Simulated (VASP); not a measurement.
Set up this calculation in VASP 6.6.1, as the native input.

| Quantity | Value |
| --- | --- |
| Task | single point |
| Functional | PBE |
| Potentials or basis | VASP PAW PBE potentials, release 64 (Re) |
| Cutoff | 520 eV |
| k mesh | 28 × 28 × 28 |
| Occupations | gaussian, width 0.1 eV |
| Spin | no spin polarisation |
| Dipole correction | no |
| Further INCAR settings | ALGO = Fast; EDIFF = 1e-07; NBANDS = 10 |

The structure of Re lies in POSCAR:

```
Re
1.0
   -1.3840237454      1.3840237454      1.9573009285
    1.3840237454     -1.3840237454      1.9573009285
    1.3840237454      1.3840237454     -1.9573009285
Re
1
Direct
    0.0000000000      0.0000000000      0.0000000000
```

This isn't the form of Re at room conditions, which is hcp.

One way to write it, as run:

INCAR

```
SYSTEM = Re
ALGO     = Fast           ! electronic algorithm
EDIFF    = 1E-7           ! SCF threshold, eV
ENCUT    = 520            ! plane-wave cutoff, eV
GGA      = PE             ! functional
ISIF     = 2              ! what is computed and relaxed
ISMEAR   = 0              ! smearing method
LASPH    = .TRUE.         ! aspherical terms in the spheres
LCHARG   = .FALSE.        ! write CHGCAR
LREAL    = .FALSE.        ! projectors in reciprocal space
LWAVE    = .FALSE.        ! write WAVECAR
NBANDS   = 10             ! bands
NELM     = 100            ! most SCF steps
PREC     = Accurate       ! precision mode
SIGMA    = 0.1            ! smearing width, eV
```

KPOINTS

```
k-points
0
G
  28 28 28
  0 0 0
```

Potentials or basis: VASP PAW PBE potentials, release 64 (Re).

Run with:

```sh
$ cat potpaw_PBE.64/Re/POTCAR > POTCAR
$ mpirun -np 1 vasp_std > vasp.out
```

It gave:

```json
{"Pressure": "-0.5 GPa", "Band gap on the k mesh": "zero (an odd number of electrons rules out a gap without spin polarisation)"}
```

Caveat: spin-orbit coupling is left out, which moves the levels of the heavy elements.

It took 44 s on 1 thread of Intel(R) Xeon(R) 6975P-C (Granite Rapids), with other jobs on the host, peak memory 0.22 GiB.
